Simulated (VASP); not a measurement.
# TiNi (Pm-3m) in VASP: further runs, part 2 of 2

VASP 6.6.1. Earlier steps stand in the parts before.

## Step 5: Single point, r2SCAN (equal strain along all axes, cell held: -1.5 %)

The input, POSCAR:

```
TiNi
1.0
    2.9439574260      0.0000000000      0.0000000000
    0.0000000000      2.9439574260      0.0000000000
    0.0000000000      0.0000000000      2.9439574260
Ti Ni
1 1
Direct
    0.5000000000      0.5000000000      0.5000000000
    0.0000000000      0.0000000000      0.0000000000
```

The input, INCAR.step1:

```
SYSTEM = TiNi
PREC = Accurate ; ENCUT = 520
ISMEAR = 0 ; SIGMA = 0.1
LREAL = .False. ; LASPH = .True.
NELM = 60 ; NBANDS = 18
GGA = PE ; ALGO = Normal
EDIFF = 1E-4 ; LWAVE = .True.
LCHARG = .False.
```

The input, INCAR.step2:

```
SYSTEM = TiNi
PREC = Accurate ; ENCUT = 520
EDIFF = 1E-7 ; ISMEAR = 0
SIGMA = 0.1 ; LREAL = .False.
LASPH = .True. ; NELM = 60
ALGO = Normal ; ISIF = 2
LWAVE = .False. ; LCHARG = .False.
METAGGA = R2SCAN ; LMIXTAU = .True.
NBANDS = 18 ; ISTART = 1
```

The input, KPOINTS:

```
regular mesh
0
Gamma
  18 18 18
  0 0 0
```

Potentials or basis: VASP PAW PBE potentials, release 64 (Ti_sv, Ni).

On the command line:

```sh
> cat potpaw_PBE.64/Ti_sv/POTCAR potpaw_PBE.64/Ni/POTCAR > POTCAR
> cp INCAR.step1 INCAR
> mpirun -np 1 vasp_std > vasp.out
> cp INCAR.step2 INCAR
> mpirun -np 1 vasp_std > vasp.out
```

OUTCAR:

```text
SYSTEM = TiNi
   PREC = Accurate
   ENCUT = 520
   EDIFF = 1E-7
   ISMEAR = 0
   LREAL = .False.
   LASPH = .True.
   NELM = 60
   ISIF = 2
   METAGGA = R2SCAN
   ISTART = 1

 ion  position               nearest neighbor table
   1  0.500  0.500  0.500-   2 2.55   2 2.55   2 2.55   2 2.55   2 2.55   2 2.55   2 2.55   2 2.55

   2  0.000  0.000  0.000-   1 2.55   1 2.55   1 2.55   1 2.55   1 2.55   1 2.55   1 2.55   1 2.55

  LATTYP: Found a simple cubic cell.
 ALAT       =     2.9439574260

  Lattice vectors:

 A1 = (   2.9439574260,   0.0000000000,   0.0000000000)
 A2 = (   0.0000000000,   2.9439574260,   0.0000000000)
 A3 = (   0.0000000000,   0.0000000000,   2.9439574260)

Analysis of symmetry for initial positions (statically):
=====================================================================
 Subroutine PRICEL returns:
 Original cell was already a primitive cell.

 Routine SETGRP: Setting up the symmetry group for a
 simple cubic supercell.

 Subroutine GETGRP returns: Found 48 space group operations
 (whereof 48 operations were pure point group operations)
 out of a pool of 48 trial point group operations.

The static configuration has the point symmetry O_h .

Analysis of symmetry for dynamics (positions and initial velocities):
=====================================================================
 Subroutine PRICEL returns:
 Original cell was already a primitive cell.

 Routine SETGRP: Setting up the symmetry group for a
 simple cubic supercell.

 Subroutine GETGRP returns: Found 48 space group operations
 (whereof 48 operations were pure point group operations)
 out of a pool of 48 trial point group operations.

The dynamic configuration has the point symmetry O_h .

 Subroutine INISYM returns: Found 48 space group operations
 (whereof 48 operations are pure point group operations),
 and found     1 'primitive' translations

----------------------------------------------------------------------------------------

                                     Primitive cell

  volume of cell :      25.5149

  direct lattice vectors                    reciprocal lattice vectors
     2.943957426  0.000000000  0.000000000     0.339678825  0.000000000  0.000000000
     0.000000000  2.943957426  0.000000000     0.000000000  0.339678825  0.000000000
     0.000000000  0.000000000  2.943957426     0.000000000  0.000000000  0.339678825

  length of vectors
     2.943957426  2.943957426  2.943957426     0.339678825  0.339678825  0.339678825

  position of ions in fractional coordinates (direct lattice)
     0.500000000  0.500000000  0.500000000
     0.000000000  0.000000000  0.000000000

  ion indices of the primitive-cell ions
   primitive index   ion index
                 1           1
                 2           2

----------------------------------------------------------------------------------------

 KPOINTS: regular mesh

Automatic generation of k-mesh.
 Grid dimensions read from file:
 generate k-points for:   18   18   18

 Generating k-lattice:

  Cartesian coordinates                     Fractional coordinates (reciprocal lattice)
     0.018871046  0.000000000  0.000000000     0.055555556  0.000000000  0.000000000
     0.000000000  0.018871046  0.000000000     0.000000000  0.055555556  0.000000000
     0.000000000  0.000000000  0.018871046     0.000000000  0.000000000  0.055555556

  Length of vectors
     0.018871046  0.018871046  0.018871046

  Shift w.r.t. Gamma in fractional coordinates (k-lattice)
     0.000000000  0.000000000  0.000000000

 Subroutine IBZKPT returns following result:
 ===========================================

 Found    220 irreducible k-points:

 Following reciprocal coordinates:
            Coordinates               Weight
  0.000000  0.000000  0.000000      1.000000
  0.055556  0.000000  0.000000      6.000000
  0.111111  0.000000  0.000000      6.000000
  0.166667  0.000000  0.000000      6.000000
  0.222222  0.000000  0.000000      6.000000
  0.277778  0.000000  0.000000      6.000000
[... 16 lines left out ...]
  0.277778  0.111111  0.000000     24.000000
  0.333333  0.111111  0.000000     24.000000
 [... further k-points ...]
   k-points           NKPTS =    220   k-points in BZ     NKDIM =    220   number of bands    NBANDS=     18
   number of dos      NEDOS =    301   number of ions     NIONS =      2
   total plane-waves  NPLWV =  13824
   dimension x,y,z NGX =    24 NGY =   24 NGZ =   24
   dimension x,y,z NGXF=    48 NGYF=   48 NGZF=   48
   ions per type =               1   1
   NGX,Y,Z   is equivalent  to a cutoff of  13.55, 13.55, 13.55 a.u.
   NGXF,Y,Z  is equivalent  to a cutoff of  27.11, 27.11, 27.11 a.u.
 SYSTEM =  TiNi
   PREC   = accura    normal or accurate (medium, high low for compatibility)
   ISTART =      1    job   : 0-new  1-cont  2-samecut
   ICHARG =      0    charge: 1-file 2-atom 10-const
   ISPIN  =      1    spin polarized calculation?
   LNONCOLLINEAR =      F non collinear calculations
   LSORBIT =      F    spin-orbit coupling
   LASPH  =      T    aspherical Exc in radial PAW
   ENCUT  =  520.0 eV  38.22 Ry    6.18 a.u.   5.47  5.47  5.47*2*pi/ulx,y,z
   NELM   =     60;   NELMIN=  2; NELMDL=  0     # of ELM steps
   EDIFF  = 0.1E-06   stopping-criterion for ELM
   LREAL  =      F    real-space projection
   EDIFFG = 0.1E-05   stopping-criterion for IOM
   NSW    =      0    number of steps for IOM
   IBRION =     -1    ionic relax: 0-MD 1-quasi-New 2-CG
   NFREE  =      0    steps in history (QN), initial steepest desc. (CG)
   ISIF   =      2    stress and relaxation
   ISYM   =      2    0-nonsym 1-usesym 2-fastsym
   POTIM  = 0.5000    time-step for ionic-motion
   TEBEG  =    0.0;   TEEND  =   0.0 temperature during run
   PSTRESS=    0.0 pullay stress
   NELECT =      22.0000    total number of electrons
   NUPDOWN=      -1.0000    fix difference up-down
   EMIN   =  10.00;   EMAX   =-10.00  energy-range for DOS
   EFERMI =   0.00;   METHOD = LEGACY
   ISMEAR =     0;   SIGMA  =   0.10  broadening in eV -4-tet -1-fermi 0-gaus
   EFERMI_NEDOS =   21; number of points for ismear=-14 and -15
   IALGO  =     38    algorithm
   IMIX   =      4    mixing-type and parameters
     AMIX     =   0.40;   BMIX     =  1.00
     AMIX_MAG =   1.60;   BMIX_MAG =  1.00
  volume/ion in A,a.u.               =      12.76        86.09
  Fermi-wavevector in a.u.,A,eV,Ry     =   1.558180  2.944533 33.033910  2.427924
  Thomas-Fermi vector in A             =   2.661722
   LORBIT       =      0    0 simple, 1 ext, 2 COOP (PROOUT), +10 PAW based schemes
   METAGGA = R2SCAN    functional components
   LHFCALC =     F    Hartree Fock is set to
   AEXX    =    0.0000 exact exchange contribution
   IVDW    =     0    specifies the selected vdW correction
   LEPSILON=     F    determine dielectric tensor
   LRPA    =     F    only Hartree local field effects (RPA)
 non-spin polarized calculation
 Gauss-broadening in eV      SIGMA  =   0.10
  energy-cutoff  :      520.00
  volume of cell :       25.51
 maximum number of plane-waves:       715
 NGX is ok and might be reduce to    24
   NGX = 11   NGY = 11   NGZ = 11

 number of electron      21.9999991 magnetization

 Free energy of the ion-electron system (eV)
  ---------------------------------------------------
  ext. energy  EPLUGINS =         0.00000000
  ---------------------------------------------------
  free energy    TOTEN  =       -25.54528212 eV

  energy without entropy =      -25.53284659  energy(sigma->0) =      -25.53906436

 E-fermi :  10.2108     XC(G=0): -13.8232

 val. band max:       10.2065948316   @ k =   0.3889   0.1667   0.0556
 cond. band min:      10.2158738376   @ k =   0.5000   0.2778   0.2222
 fundamental gap:      0.0092790060
 Fermi energy:        10.2108077558

 k-point     1 :       0.0000    0.0000    0.0000
  band No.  band energies     occupation
      1     -49.3289      2.00000
      2     -24.3646      2.00000
      3     -24.3646      2.00000
      4     -24.3646      2.00000
      5       1.7109      2.00000
      6       5.8590      2.00000
[... 10 lines left out ...]
     17      19.5628      0.00000
     18      19.5628      0.00000
[... 463 lines left out ...]
 k-point    24 :       0.3333    0.1111    0.0000
  band No.  band energies     occupation
      1     -49.2951      2.00000
      2     -24.6293      2.00000
      3     -24.3837      2.00000
      4     -24.3400      2.00000
      5       4.0276      2.00000
      6       6.4749      2.00000
[... 10 lines left out ...]
     17      21.8245      0.00000
     18      23.8989      0.00000

 [... further k-points ...]

------------------------ aborting loop because EDIFF is reached ----------------------------------------

  FORCE on cell =-STRESS in cart. coord.  units (eV):
  Direction    XX          YY          ZZ          XY          YZ          ZX
  --------------------------------------------------------------------------------------
  -------------------------------------------------------------------------------------
  Total        1.4423580      1.4423580      1.4423580     -0.0000000     -0.0000000     -0.0000000
  in kB       90.5709808     90.5709808     90.5709808     -0.0000000     -0.0000000     -0.0000000
  external PRESSURE =      90.5709808 kB  Pullay stress =       0.0000000 kB

 VOLUME and BASIS-vectors are now :
 -----------------------------------------------------------------------------
  energy-cutoff  :      520.00
  volume of cell :       25.51
      direct lattice vectors                 reciprocal lattice vectors
     2.943957426  0.000000000  0.000000000     0.339678825  0.000000000  0.000000000
     0.000000000  2.943957426  0.000000000     0.000000000  0.339678825  0.000000000
     0.000000000  0.000000000  2.943957426     0.000000000  0.000000000  0.339678825

 POSITION                                       TOTAL-FORCE (eV/Angst)
 -----------------------------------------------------------------------------------
      1.47198      1.47198      1.47198         0.000000      0.000000      0.000000
      0.00000      0.00000      0.00000         0.000000      0.000000      0.000000
 -----------------------------------------------------------------------------------
    total drift:                                0.000000      0.000000     -0.000000

  FREE ENERGIE OF THE ION-ELECTRON SYSTEM (eV)
  ---------------------------------------------------
  free  energy   TOTEN  =       -25.5452821231 eV

  energy  without entropy=      -25.5328465875  energy(sigma->0) =      -25.53906436
```

Wall time 4.3 min (1 thread of Intel Xeon Platinum 8259CL at 2.50GHz (Skylake/Cascade Lake), shared host); peak memory 0.23 GiB.

Results:

| Item | Value |
| --- | --- |
| Free energy | -25.5453 eV |
| Pressure | 9.1 GPa |
| Band gap on the k mesh | zero (band 11 reaches 10.74 eV, above the bottom of band 12 at 8.80 eV) |

Caveat: the cell differs from its parent crystal (equal strain along all axes, cell held: -1.5 %); the PAW data sets were made with another functional, which shifts forces and pressure a little. Spin polarisation is off, so any magnetic state and its effect on volume and gap are missing.

## Step 6: Single point, r2SCAN

This run uses another cell than the first one, of 13.35 Å³/atom, 1.315 times its volume.

The input, POSCAR:

```
TiNi
1.0
    2.9887892650      0.0000000000      0.0000000000
    0.0000000000      2.9887892650      0.0000000000
    0.0000000000      0.0000000000      2.9887892650
Ti Ni
1 1
Direct
    0.5000000000      0.5000000000      0.5000000000
    0.0000000000      0.0000000000      0.0000000000
```

The input, INCAR.step1:

```
PREC     = Accurate       # precision mode
ENCUT    = 520            # plane-wave cutoff, eV
ISMEAR   = 0              # smearing method
SIGMA    = 0.1            # smearing width, eV
LREAL    = F              # projectors in reciprocal space
LASPH    = T              # aspherical terms in the spheres
NELM     = 80             # most SCF steps
NBANDS   = 18             # bands
GGA      = PE             # functional
ALGO     = Normal         # electronic algorithm
EDIFF    = 1E-4           # SCF threshold, eV
LWAVE    = T              # write WAVECAR
LCHARG   = F              # write CHGCAR
```

The input, INCAR.step2:

```
PREC     = Accurate       # precision mode
ENCUT    = 520            # plane-wave cutoff, eV
EDIFF    = 1E-6           # SCF threshold, eV
ISMEAR   = 0              # smearing method
SIGMA    = 0.1            # smearing width, eV
LREAL    = F              # projectors in reciprocal space
LASPH    = T              # aspherical terms in the spheres
NELM     = 80             # most SCF steps
ALGO     = Normal         # electronic algorithm
ISIF     = 2              # what is computed and relaxed
LWAVE    = F              # write WAVECAR
LCHARG   = F              # write CHGCAR
METAGGA  = R2SCAN         # meta-GGA
LMIXTAU  = T            
NBANDS   = 18             # bands
ISTART   = 1
```

The input, KPOINTS:

```
Automatic mesh
0
Gamma
  18 18 18
```

Potentials or basis: VASP PAW PBE potentials, release 64 (Ti_sv, Ni).

On the command line:

```sh
> cat potpaw_PBE.64/Ti_sv/POTCAR potpaw_PBE.64/Ni/POTCAR > POTCAR
> cp INCAR.step1 INCAR
> mpirun -np 1 vasp_std > vasp.out
> cp INCAR.step2 INCAR
> mpirun -np 1 vasp_std > vasp.out
```

OUTCAR:

```text
PREC = Accurate
   ENCUT = 520
   EDIFF = 1E-6
   ISMEAR = 0
   LREAL = F
   LASPH = T
   NELM = 80
   ISIF = 2
   METAGGA = R2SCAN
   ISTART = 1

 ion  position               nearest neighbor table
   1  0.500  0.500  0.500-   2 2.59   2 2.59   2 2.59   2 2.59   2 2.59   2 2.59   2 2.59   2 2.59

   2  0.000  0.000  0.000-   1 2.59   1 2.59   1 2.59   1 2.59   1 2.59   1 2.59   1 2.59   1 2.59

  LATTYP: Found a simple cubic cell.
 ALAT       =     2.9887892650

  Lattice vectors:
[... 191 lines left out ...]
      3     -25.0681      2.00000
      4     -25.0681      2.00000
      5       1.3171      2.00000
      6       5.5258      2.00000
[... 481 lines left out ...]
      5       3.5617      2.00000
      6       6.0646      2.00000
[... 10 lines left out ...]
     17      20.7731      0.00000
     18      22.7969      0.00000

 [... further k-points ...]
[... 5 lines left out ...]
  --------------------------------------------------------------------------------------
  -------------------------------------------------------------------------------------
  Total        0.0594748      0.0594748      0.0594748     -0.0000000     -0.0000000     -0.0000000
  in kB        3.5690906      3.5690906      3.5690906     -0.0000000     -0.0000000     -0.0000000
  external PRESSURE =       3.5690906 kB  Pullay stress =       0.0000000 kB

 VOLUME and BASIS-vectors are now :
 -----------------------------------------------------------------------------
  energy-cutoff  :      520.00
  volume of cell :       26.70
      direct lattice vectors                 reciprocal lattice vectors
     2.988789265  0.000000000  0.000000000     0.334583643  0.000000000  0.000000000
     0.000000000  2.988789265  0.000000000     0.000000000  0.334583643  0.000000000
     0.000000000  0.000000000  2.988789265     0.000000000  0.000000000  0.334583643

 POSITION                                       TOTAL-FORCE (eV/Angst)
 -----------------------------------------------------------------------------------
      1.49439      1.49439      1.49439         0.000000      0.000000      0.000000
      0.00000      0.00000      0.00000         0.000000      0.000000      0.000000
 -----------------------------------------------------------------------------------
    total drift:                                0.000000      0.000000     -0.000000

  FREE ENERGIE OF THE ION-ELECTRON SYSTEM (eV)
  ---------------------------------------------------
  free  energy   TOTEN  =       -25.5795237978 eV

  energy  without entropy=      -25.5662004764  energy(sigma->0) =      -25.57286214
```

OSZICAR.step1:

```text
N       E                     dE             d eps       ncg     rms          rms(c)
DAV:   1     0.170013820791E+03    0.17001E+03   -0.11124E+04  8160   0.160E+03
DAV:   2    -0.177082966949E+01   -0.17178E+03   -0.16709E+03  8046   0.358E+02
DAV:   3    -0.157611478281E+02   -0.13990E+02   -0.13787E+02 12222   0.982E+01
DAV:   4    -0.163502025052E+02   -0.58905E+00   -0.58281E+00  9700   0.166E+01
DAV:   5    -0.163696688849E+02   -0.19466E-01   -0.19458E-01  9664   0.298E+00    0.129E+01
DAV:   6    -0.144793156424E+02    0.18904E+01   -0.11152E+01  8858   0.504E+01    0.669E+00
DAV:   7    -0.157383089144E+02   -0.12590E+01   -0.12820E+01  9930   0.421E+01    0.187E+01
DAV:   8    -0.140220720423E+02    0.17162E+01   -0.11220E+01 10064   0.324E+01    0.150E+00
DAV:   9    -0.140359572261E+02   -0.13885E-01   -0.21359E-01 11330   0.545E+00    0.163E+00
DAV:  10    -0.140222936248E+02    0.13664E-01   -0.45927E-02 11010   0.281E+00    0.486E-01
DAV:  11    -0.140212482760E+02    0.10453E-02   -0.30665E-03 10982   0.569E-01    0.233E-01
DAV:  12    -0.140208272295E+02    0.42105E-03   -0.11794E-03 10230   0.358E-01    0.403E-02
DAV:  13    -0.140208247058E+02    0.25237E-05   -0.55665E-05  4544   0.683E-02
   1 F= -.14020825E+02 E0= -.14013699E+02  d E =-.142509E-01
```

It took 4.3 min on 1 thread of Intel Xeon Platinum 8259CL at 2.50GHz (Skylake/Cascade Lake), shared host; peak memory 0.23 GiB.

What came out:

| Property | Result |
| --- | --- |
| Free energy | -25.5795 eV |
| Pressure | 0.4 GPa |
| Band gap on the k mesh | zero (band 11 reaches 10.12 eV, above the bottom of band 12 at 8.28 eV) |

Caveat: the PAW data sets were made with another functional, which shifts forces and pressure a little. Spin polarisation is off, so any magnetic state and its effect on volume and gap are missing.

## Step 7: The runs side by side

```csv
task,cell,k mesh,cutoff (eV),gap on the mesh (eV),pressure (GPa)
relaxation of cell and atoms,"relaxed to 90 GPa from a = 2.728 Å, 2 atoms",16 × 16 × 16,600,none,89.9
single point,"a = 2.854 Å, 2 atoms",18 × 18 × 18,520,none,32.4
single point,"a = 2.899 Å, 2 atoms",18 × 18 × 18,520,none,19.6
single point,"a = 2.944 Å, 2 atoms",18 × 18 × 18,520,none,9.1
single point,"a = 2.989 Å, 2 atoms",18 × 18 × 18,520,none,0.4
```

Alike in all rows: level r2SCAN; potentials or basis VASP PAW PBE potentials, release 64 (Ti_sv, Ni); no spin polarisation; smearing gaussian 0.1 eV.

Caveats: the PAW data sets were made with another functional, which shifts forces and pressure a little; the cell is relaxed towards a set pressure, so the enthalpy falls and the energy may rise (some runs).

Absolute energies hang on the potentials; compare differences alone.
